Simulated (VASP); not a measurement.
# La4HfO (F-43m) in VASP: notebook

La4HfO is run at these levels: PBE; tasks: single point, relaxation of cell and atoms.

Program: VASP 6.6.1. These are calculated values, not measurements. Logs are shortened: lines on timing, memory, paths and dates and some standing lists are left out, and cuts for length are marked.

**1. The cell of the first run**

It takes space group F-43m (No. 216, cubic). Conventional cell: a = 8.597 Å, b = 8.597 Å, c = 8.597 Å, α = 90.00°, β = 90.00°, γ = 90.00°. La (site symmetry 3m) has 1 O at 2.09 Å and 3 La at 2.67 Å within 2.8 Å. Hf (site symmetry -43m) has 12 La at 3.61 Å and 4 O at 3.72 Å within 4.7 Å. Within 2.8 Å of O (site symmetry -43m) lie 4 La at 2.09 Å.

The cell was generated, and may not be a known phase.

**2. Single point, PBE**

File INCAR:

```
PREC = Accurate ; ENCUT = 520
EDIFF = 1E-6 ; ISMEAR = 0
SIGMA = 0.1 ; LREAL = False
LASPH = True ; NELM = 60
ALGO = Normal ; ISIF = 2
LWAVE = False ; LCHARG = False
GGA = PE ; NBANDS = 39
```

File KPOINTS:

```
regular mesh
0
Gamma
  4 4 4
```

File POSCAR:

```
La4HfO
1.0
    0.0000000000      4.2983921400      4.2983921400
    4.2983921400      0.0000000000      4.2983921400
    4.2983921400      4.2983921400      0.0000000000
La Hf O
4 1 1
Direct
    0.6098402500      0.6098402500      0.6098402500
    0.6098402500      0.6098402500      0.1704792400
    0.6098402500      0.1704792400      0.6098402500
    0.1704792400      0.6098402500      0.6098402500
    0.0000000000      0.0000000000      0.0000000000
    0.7500000000      0.7500000000      0.7500000000
```

Potentials or basis: VASP PAW PBE potentials, release 64 (La, Hf_pv, O).

Started as:

```sh
$ cat potpaw_PBE.64/La/POTCAR potpaw_PBE.64/Hf_pv/POTCAR potpaw_PBE.64/O/POTCAR > POTCAR
$ mpirun -np 1 vasp_std > vasp.out
```

OUTCAR:

```text
PREC = Accurate
   ENCUT = 520
   EDIFF = 1E-6
   ISMEAR = 0
   LREAL = False
   LASPH = True
   NELM = 60
   ISIF = 2
   GGA = PE

 ion  position               nearest neighbor table
   1  0.610  0.610  0.610-   6 2.09   3 2.67   4 2.67   2 2.67   3 3.41   2 3.41   4 3.41   5 3.61
                             5 3.61   5 3.61
   2  0.610  0.610  0.170-   6 2.09   3 2.67   4 2.67   1 2.67   4 3.41   3 3.41   1 3.41   5 3.61
                             5 3.61   5 3.61
   3  0.610  0.170  0.610-   6 2.09   2 2.67   4 2.67   1 2.67   4 3.41   2 3.41   1 3.41   5 3.61
                             5 3.61   5 3.61
   4  0.170  0.610  0.610-   6 2.09   2 2.67   3 2.67   1 2.67   3 3.41   2 3.41   1 3.41   5 3.61
                             5 3.61   5 3.61
   5  0.000  0.000  0.000-   2 3.61   2 3.61   3 3.61   4 3.61   3 3.61   4 3.61   1 3.61   1 3.61
                             1 3.61   2 3.61   3 3.61   4 3.61
   6  0.750  0.750  0.750-   2 2.09   3 2.09   4 2.09   1 2.09

  LATTYP: Found a face centered cubic cell.
 ALAT       =     8.5967842800

  Lattice vectors:

 A1 = (   0.0000000000,   4.2983921400,   4.2983921400)
 A2 = (   4.2983921400,   0.0000000000,   4.2983921400)
 A3 = (   4.2983921400,   4.2983921400,   0.0000000000)

Analysis of symmetry for initial positions (statically):
=====================================================================
 Subroutine PRICEL returns:
 Original cell was already a primitive cell.

 Routine SETGRP: Setting up the symmetry group for a
 face centered cubic supercell.

 Subroutine GETGRP returns: Found 24 space group operations
 (whereof 24 operations were pure point group operations)
 out of a pool of 48 trial point group operations.

The static configuration has the point symmetry T_d .

Analysis of symmetry for dynamics (positions and initial velocities):
=====================================================================
 Subroutine PRICEL returns:
 Original cell was already a primitive cell.

 Routine SETGRP: Setting up the symmetry group for a
 face centered cubic supercell.

 Subroutine GETGRP returns: Found 24 space group operations
 (whereof 24 operations were pure point group operations)
 out of a pool of 48 trial point group operations.

The dynamic configuration has the point symmetry T_d .

 Subroutine INISYM returns: Found 24 space group operations
 (whereof 24 operations are pure point group operations),
 and found     1 'primitive' translations

----------------------------------------------------------------------------------------

                                     Primitive cell

  volume of cell :     158.8357

  direct lattice vectors                    reciprocal lattice vectors
     0.000000000  4.298392140  4.298392140    -0.116322565  0.116322565  0.116322565
     4.298392140  0.000000000  4.298392140     0.116322565 -0.116322565  0.116322565
     4.298392140  4.298392140  0.000000000     0.116322565  0.116322565 -0.116322565

  length of vectors
     6.078844461  6.078844461  6.078844461     0.201476593  0.201476593  0.201476593

  position of ions in fractional coordinates (direct lattice)
     0.609840250  0.609840250  0.609840250
     0.609840250  0.609840250  0.170479240
     0.609840250  0.170479240  0.609840250
     0.170479240  0.609840250  0.609840250
     0.000000000  0.000000000  0.000000000
     0.750000000  0.750000000  0.750000000

  ion indices of the primitive-cell ions
   primitive index   ion index
                 1           1
                 2           2
                 3           3
                 4           4
                 5           5
                 6           6

----------------------------------------------------------------------------------------

 KPOINTS: regular mesh

Automatic generation of k-mesh.
 Grid dimensions read from file:
 generate k-points for:    4    4    4

 Generating k-lattice:

  Cartesian coordinates                     Fractional coordinates (reciprocal lattice)
    -0.029080641  0.029080641  0.029080641     0.250000000  0.000000000  0.000000000
     0.029080641 -0.029080641  0.029080641     0.000000000  0.250000000  0.000000000
     0.029080641  0.029080641 -0.029080641     0.000000000  0.000000000  0.250000000

  Length of vectors
     0.050369148  0.050369148  0.050369148

  Shift w.r.t. Gamma in fractional coordinates (k-lattice)
     0.000000000  0.000000000  0.000000000

 Subroutine IBZKPT returns following result:
 ===========================================

 Found      8 irreducible k-points:

 Following reciprocal coordinates:
            Coordinates               Weight
  0.000000  0.000000  0.000000      1.000000
  0.250000  0.000000  0.000000      8.000000
  0.500000  0.000000  0.000000      4.000000
  0.250000  0.250000  0.000000      6.000000
  0.500000  0.250000  0.000000     24.000000
 -0.250000  0.250000  0.000000     12.000000
  0.500000  0.500000  0.000000      3.000000
 -0.250000  0.500000  0.250000      6.000000
   k-points           NKPTS =      8   k-points in BZ     NKDIM =      8   number of bands    NBANDS=     39
   number of dos      NEDOS =    301   number of ions     NIONS =      6
   total plane-waves  NPLWV = 110592
   dimension x,y,z NGX =    48 NGY =   48 NGZ =   48
   dimension x,y,z NGXF=    96 NGYF=   96 NGZF=   96
   ions per type =               4   1   1
   NGX,Y,Z   is equivalent  to a cutoff of  13.13, 13.13, 13.13 a.u.
   NGXF,Y,Z  is equivalent  to a cutoff of  26.25, 26.25, 26.25 a.u.
 SYSTEM =  unknown system
   PREC   = accura    normal or accurate (medium, high low for compatibility)
   ISTART =      0    job   : 0-new  1-cont  2-samecut
   ICHARG =      2    charge: 1-file 2-atom 10-const
   ISPIN  =      1    spin polarized calculation?
   LNONCOLLINEAR =      F non collinear calculations
   LSORBIT =      F    spin-orbit coupling
   LASPH  =      T    aspherical Exc in radial PAW
   ENCUT  =  520.0 eV  38.22 Ry    6.18 a.u.  11.30 11.30 11.30*2*pi/ulx,y,z
   NELM   =     60;   NELMIN=  2; NELMDL= -5     # of ELM steps
   EDIFF  = 0.1E-05   stopping-criterion for ELM
   LREAL  =      F    real-space projection
   EDIFFG = 0.1E-04   stopping-criterion for IOM
   NSW    =      0    number of steps for IOM
   IBRION =     -1    ionic relax: 0-MD 1-quasi-New 2-CG
   NFREE  =      0    steps in history (QN), initial steepest desc. (CG)
   ISIF   =      2    stress and relaxation
   ISYM   =      2    0-nonsym 1-usesym 2-fastsym
   POTIM  = 0.5000    time-step for ionic-motion
   TEBEG  =    0.0;   TEEND  =   0.0 temperature during run
   PSTRESS=    0.0 pullay stress
   NELECT =      60.0000    total number of electrons
   NUPDOWN=      -1.0000    fix difference up-down
   EMIN   =  10.00;   EMAX   =-10.00  energy-range for DOS
   EFERMI =   0.00;   METHOD = LEGACY
   ISMEAR =     0;   SIGMA  =   0.10  broadening in eV -4-tet -1-fermi 0-gaus
   EFERMI_NEDOS =   21; number of points for ismear=-14 and -15
   IALGO  =     38    algorithm
   IMIX   =      4    mixing-type and parameters
     AMIX     =   0.40;   BMIX     =  1.00
     AMIX_MAG =   1.60;   BMIX_MAG =  1.00
  volume/ion in A,a.u.               =      26.47       178.65
  Fermi-wavevector in a.u.,A,eV,Ry     =   1.183430  2.236358 19.055046  1.400506
  Thomas-Fermi vector in A             =   2.319664
   LORBIT       =      0    0 simple, 1 ext, 2 COOP (PROOUT), +10 PAW based schemes
   GGA     = PE    functional components
   LHFCALC =     F    Hartree Fock is set to
   AEXX    =    0.0000 exact exchange contribution
   IVDW    =     0    specifies the selected vdW correction
   LEPSILON=     F    determine dielectric tensor
   LRPA    =     F    only Hartree local field effects (RPA)
 non-spin polarized calculation
 Gauss-broadening in eV      SIGMA  =   0.10
  energy-cutoff  :      520.00
  volume of cell :      158.84
 maximum number of plane-waves:      4314
 NGX is ok and might be reduce to    48
   NGX = 23   NGY = 23   NGZ = 23

 number of electron      60.0000001 magnetization

 Free energy of the ion-electron system (eV)
  ---------------------------------------------------
  ext. energy  EPLUGINS =         0.00000000
  ---------------------------------------------------
  free energy    TOTEN  =       -28.33418312 eV

  energy without entropy =      -28.25626722  energy(sigma->0) =      -28.29522517

 E-fermi :   8.1343     XC(G=0): -10.0172

 val. band max:        8.1152388823   @ k =   0.2500   0.0000   0.0000
 cond. band min:       8.1402666667   @ k =   0.5000   0.2500   0.0000
 fundamental gap:      0.0250277843
 Fermi energy:         8.1342810146

 k-point     1 :       0.0000    0.0000    0.0000
  band No.  band energies     occupation
      1     -25.6903      2.00000
      2     -23.6313      2.00000
      3     -23.6313      2.00000
      4     -23.6313      2.00000
      5     -23.2293      2.00000
      6     -23.2293      2.00000
[... 31 lines left out ...]
     38       9.9375      0.00000
     39       9.9514      0.00000

 k-point     2 :       0.2500    0.0000    0.0000
  band No.  band energies     occupation
      1     -25.6121      2.00000
      2     -23.7938      2.00000
      3     -23.6332      2.00000
      4     -23.6332      2.00000
      5     -23.2299      2.00000
      6     -23.2299      2.00000
[... 31 lines left out ...]
     38       9.7558      0.00000
     39      10.2916      0.00000

 k-point     3 :       0.5000    0.0000    0.0000
  band No.  band energies     occupation
      1     -25.5210      2.00000
      2     -23.9649      2.00000
      3     -23.6352      2.00000
      4     -23.6352      2.00000
      5     -23.2304      2.00000
      6     -23.2304      2.00000
[... 160 lines left out ...]
 k-point     7 :       0.5000    0.5000    0.0000
  band No.  band energies     occupation
      1     -25.4472      2.00000
      2     -24.0880      2.00000
      3     -23.6465      2.00000
      4     -23.6465      2.00000
      5     -23.2234      2.00000
      6     -23.2234      2.00000
[... 31 lines left out ...]
     38       9.8895      0.00000
     39       9.9978      0.00000

 k-point     8 :      -0.2500    0.5000    0.2500
  band No.  band energies     occupation
      1     -25.4479      2.00000
      2     -24.0879      2.00000
      3     -23.6467      2.00000
      4     -23.6396      2.00000
      5     -23.2299      2.00000
      6     -23.2234      2.00000
[... 31 lines left out ...]
     38       9.5290      0.00000
     39       9.9702      0.00000

------------------------ aborting loop because EDIFF is reached ----------------------------------------

  FORCE on cell =-STRESS in cart. coord.  units (eV):
  Direction    XX          YY          ZZ          XY          YZ          ZX
  --------------------------------------------------------------------------------------
  -------------------------------------------------------------------------------------
  Total       28.4094049     28.4094049     28.4094049      0.0000000      0.0000000      0.0000000
  in kB      286.5659749    286.5659749    286.5659749      0.0000000      0.0000000      0.0000000
  external PRESSURE =     286.5659749 kB  Pullay stress =       0.0000000 kB

 VOLUME and BASIS-vectors are now :
 -----------------------------------------------------------------------------
  energy-cutoff  :      520.00
  volume of cell :      158.84
      direct lattice vectors                 reciprocal lattice vectors
     0.000000000  4.298392140  4.298392140    -0.116322565  0.116322565  0.116322565
     4.298392140  0.000000000  4.298392140     0.116322565 -0.116322565  0.116322565
     4.298392140  4.298392140  0.000000000     0.116322565  0.116322565 -0.116322565

 POSITION                                       TOTAL-FORCE (eV/Angst)
 -----------------------------------------------------------------------------------
      5.24267      5.24267      5.24267         0.757164      0.757164      0.757164
      3.35412      3.35412      5.24267        -0.757164     -0.757164      0.757164
      3.35412      5.24267      3.35412        -0.757164      0.757164     -0.757164
      5.24267      3.35412      3.35412         0.757164     -0.757164     -0.757164
      0.00000      0.00000      0.00000        -0.000000     -0.000000     -0.000000
      6.44759      6.44759      6.44759        -0.000000     -0.000000     -0.000000
 -----------------------------------------------------------------------------------
    total drift:                                0.000105      0.000105      0.000105

  FREE ENERGIE OF THE ION-ELECTRON SYSTEM (eV)
  ---------------------------------------------------
  free  energy   TOTEN  =       -28.3341831157 eV

  energy  without entropy=      -28.2562672231  energy(sigma->0) =      -28.29522517
```

Wall time 1.8 min (1 thread of Intel Xeon Platinum 8488C (Sapphire Rapids), shared host); peak memory 0.34 GiB.

What came out:

- Free energy: -28.3342 eV
- Pressure: 28.7 GPa
- Largest force: 1.311 eV/Å
- Band gap on the k mesh: zero (bands 30 and 31 overlap by 0.39 eV)

Forces on the atoms (eV/Å):
```
La   0.757  0.757  0.757
La  -0.757 -0.757  0.757
La  -0.757  0.757 -0.757
La   0.757 -0.757 -0.757
Hf   0.000  0.000  0.000
O    0.000  0.000  0.000
```

Levels at points of the mesh, in eV from the Fermi level:
```tsv
k point	band 27	band 28	band 29	band 30	band 31	band 32	band 33	band 34
(0.00, 0.00, 0.00)	-1.51	-0.57	-0.24	-0.24	-0.24	-0.24	-0.24	0.61
(0.50, 0.00, 0.00)	-1.05	-1.05	0.03	0.03	0.19	0.42	0.42	0.68
(0.50, 0.50, 0.00)	-1.06	-1.01	-0.53	-0.07	0.06	0.06	0.32	0.48
```

Caveat: the cell stands under pressure; spin-orbit coupling is left out, which moves the levels of the heavy elements; forces of over 1 eV/Å act on the atoms, so gaps and moduli don't describe the material at rest.

**3. Single point, PBE**

This run uses another cell than the first one, of 37.36 Å³/atom.

File INCAR:

```
PREC     = Accurate       # precision mode
ENCUT    = 520            # plane-wave cutoff, eV
EDIFF    = 1E-6           # SCF threshold, eV
ISMEAR   = 0              # smearing method
SIGMA    = 0.1            # smearing width, eV
LREAL    = F              # projectors in reciprocal space
LASPH    = T              # aspherical terms in the spheres
NELM     = 80             # most SCF steps
ALGO     = Normal         # electronic algorithm
ISIF     = 2              # what is computed and relaxed
LWAVE    = F              # write WAVECAR
LCHARG   = T              # write CHGCAR
GGA      = PE             # functional
LELF     = T              # ELF
LVHAR    = T            
NBANDS   = 39             # bands
```

KPOINTS is that of step 2.

File POSCAR:

```
La4HfO
1.0
    0.0000000000      4.8213393968      4.8213393968
    4.8213393968      0.0000000000      4.8213393968
    4.8213393968      4.8213393968      0.0000000000
La Hf O
4 1 1
Direct
    0.6141707414      0.6141707414      0.6141707414
    0.6141707414      0.6141707414      0.1574877759
    0.6141707414      0.1574877759      0.6141707414
    0.1574877759      0.6141707414      0.6141707414
    0.0000000000      0.0000000000      0.0000000000
    0.7500000000      0.7500000000      0.7500000000
```

Potentials or basis: VASP PAW PBE potentials, release 64 (La, Hf_pv, O).

Started as:

```sh
$ cat potpaw_PBE.64/La/POTCAR potpaw_PBE.64/Hf_pv/POTCAR potpaw_PBE.64/O/POTCAR > POTCAR
$ mpirun -np 1 vasp_std > vasp.out
```

Wall time 3.4 min (1 thread of Intel Xeon Platinum 8488C (Sapphire Rapids), shared host); peak memory 0.4 GiB.

Results (log left out):

- Free energy: -32.5692 eV
- Pressure: 0.0 GPa
- Largest force: 0.059 eV/Å
- Band gap on the k mesh: zero (bands 30 and 31 overlap by 0.26 eV)

Forces on the atoms (eV/Å):
```
La   0.034  0.034  0.034
La  -0.034 -0.034  0.034
La  -0.034  0.034 -0.034
La   0.034 -0.034 -0.034
Hf   0.000  0.000  0.000
O    0.000  0.000  0.000
```

Levels at points of the mesh, in eV from the Fermi level:
```csv
k point,band 28,band 29,band 30,band 31,band 32,band 33
"(0.00, 0.00, 0.00)",-0.41,-0.25,-0.25,-0.25,-0.07,-0.07
"(0.50, 0.00, 0.00)",-0.40,-0.08,-0.08,0.15,0.25,0.25
"(0.50, 0.50, 0.00)",-0.50,-0.47,-0.01,0.16,0.29,0.29
```

Caveat: spin-orbit coupling is left out, which moves the levels of the heavy elements.

**4. Relaxation of cell and atoms, PBE**

File INCAR:

```
PREC = Accurate ; ENCUT = 600
EDIFF = 1E-7 ; ISMEAR = 0
SIGMA = 0.1 ; LREAL = False
LASPH = True ; NELM = 100
ALGO = Normal ; ISIF = 3
LWAVE = False ; LCHARG = False
GGA = PE ; IBRION = 2
NSW = 90 ; EDIFFG = -0.04
```

File KPOINTS:

```
Automatic mesh
0
Gamma
  4 4 4
```

File POSCAR:

```
La4HfO
1.0
    0.0000000000      4.2983921400      4.2983921400
    4.2983921400      0.0000000000      4.2983921400
    4.2983921400      4.2983921400      0.0000000000
La Hf O
4 1 1
Direct
    0.6098402500      0.6098402500      0.6098402500
    0.6098402500      0.6098402500      0.1704792400
    0.6098402500      0.1704792400      0.6098402500
    0.1704792400      0.6098402500      0.6098402500
    0.0000000000      0.0000000000      0.0000000000
    0.7500000000      0.7500000000      0.7500000000
```

Started as:

```sh
$ cat potpaw_PBE.64/La/POTCAR potpaw_PBE.64/Hf_pv/POTCAR potpaw_PBE.64/O/POTCAR > POTCAR
$ mpirun -np 1 vasp_std > vasp.out
```

It took 18 min on 1 thread of Intel Xeon Platinum 8488C (Sapphire Rapids), shared host; peak memory 0.41 GiB.

Results (log left out):

| Item | Value |
| --- | --- |
| Free energy | -32.5557 eV |
| Relaxed volume | 37.41 Å³/atom |
| Relaxed cell | a = 6.821 Å, b = 6.821 Å, c = 6.821 Å, α = 60.00°, β = 60.00°, γ = 60.00° |
| Space group after relaxing (to 0.1 Å) | F-43m (No. 216) |
| Energy gained by relaxing | 702.4 meV/atom |
| Ionic steps | 7 |
| Pressure after relaxing | 0.0 GPa |
| Largest force after relaxing | 0.019 eV/Å |
| Band gap on the k mesh | zero (bands 30 and 31 overlap by 0.26 eV) |

Forces in eV/Å, atoms in the order of the input:
```
La   0.011  0.011  0.011
La  -0.011 -0.011  0.011
La  -0.011  0.011 -0.011
La   0.011 -0.011 -0.011
Hf   0.000  0.000  0.000
O    0.000  0.000  0.000
```

Step by step:
| step | energy change (eV) | largest force (eV/Å) | pressure (GPa) | volume (Å³) |
| --- | --- | --- | --- | --- |
| 1 | 0.0000 | 1.3135 | 28.63 | 158.84 |
| 2 | -2.7390 | 1.5920 | -5.00 | 294.27 |
| 3 | -4.1865 | 0.4369 | -0.24 | 223.10 |
| 4 | -4.1864 | 0.4209 | 0.01 | 221.67 |
| 5 | -4.2063 | 0.1414 | 0.34 | 221.17 |
| 6 | -4.2083 | 0.0210 | 0.50 | 220.95 |
| 7 | -4.2143 | 0.0190 | 0.01 | 224.45 |

Final structure:
```
La Hf O
1.0
     0.00000    4.82351    4.82351
     4.82351    0.00000    4.82351
     4.82351    4.82351    0.00000
La Hf O
4 1 1
Cartesian
  5.9269 5.9269 5.9269
  3.7202 3.7202 5.9269
  3.7202 5.9269 3.7202
  5.9269 3.7202 3.7202
  0.0000 0.0000 0.0000
  7.2353 7.2353 7.2353
```

Levels at points of the mesh, in eV from the Fermi level:
```
           k point  band 27  band 28  band 29  band 30  band 31  band 32  band 33  band 34
(0.00, 0.00, 0.00)    -0.86    -0.40    -0.26    -0.26    -0.26    -0.08    -0.08     0.52
(0.50, 0.00, 0.00)    -0.39    -0.39    -0.08    -0.08     0.15     0.25     0.25     0.54
(0.50, 0.50, 0.00)    -0.49    -0.49    -0.46     0.00     0.16     0.30     0.30     0.45
```

Caveat: the volume moved by over 15 % at a fixed basis, so the end points are rough; spin-orbit coupling is left out, which moves the levels of the heavy elements.

(Continued in part 2 of 2.)

The gap in the log of VASP goes by the Fermi energy; the results here count the filled bands.